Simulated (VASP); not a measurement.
Here is a VASP 6.6.1 calculation.

File INCAR:

```
SYSTEM = Al2O3
PREC = Accurate
ENCUT = 520
EDIFF = 1E-7
ISMEAR = -1
SIGMA = 0.05
LREAL = .False.
LASPH = .True.
NELM = 60
ALGO = Normal
ISIF = 2
LWAVE = .False.
LCHARG = .True.
GGA = PE
LELF = .True.
LVHAR = .True.
NBANDS = 20
```

Contents of KPOINTS:

```
Automatic mesh
0
Gamma
  11 11 3
  0 0 0
```

The input POSCAR:

```
Al2O3
1.0
    2.8843249483      0.0000000000      0.0000000000
   -1.4421624742      2.4978986780      0.0000000000
    0.0000000000      0.0000000000      9.3367544600
Al O
2 3
Direct
    0.0000000000      0.0000000000      0.8500076700
    0.0000000000      0.0000000000      0.1499923300
    0.3333333333      0.6666666667      0.7776830800
    0.6666666667      0.3333333333      0.0000000000
    0.3333333333      0.6666666667      0.2223169200
```

Potentials or basis: VASP PAW PBE potentials, release 64 (Al, O).

Run with:

```bash
$ cat potpaw_PBE.64/Al/POTCAR potpaw_PBE.64/O/POTCAR > POTCAR
$ mpirun -np 1 vasp_std > vasp.out
```

Task: What does it give for the band gap on the k mesh?

Result: 4.77 eV, indirect (least direct gap 5.01 eV).

Task: What does it give for the pressure?

Result: 0.1 GPa.

Task: Predict the largest force.

Result: 0.012 eV/Å.

Forces on the atoms (eV/Å):
```
Al   0.000  0.000  0.005
Al   0.000  0.000 -0.005
O    0.000  0.000 -0.012
O    0.000  0.000  0.000
O    0.000  0.000  0.012
```

A k mesh can miss the band edges. PBE gaps usually lie below the measured ones, often by a third to a half.
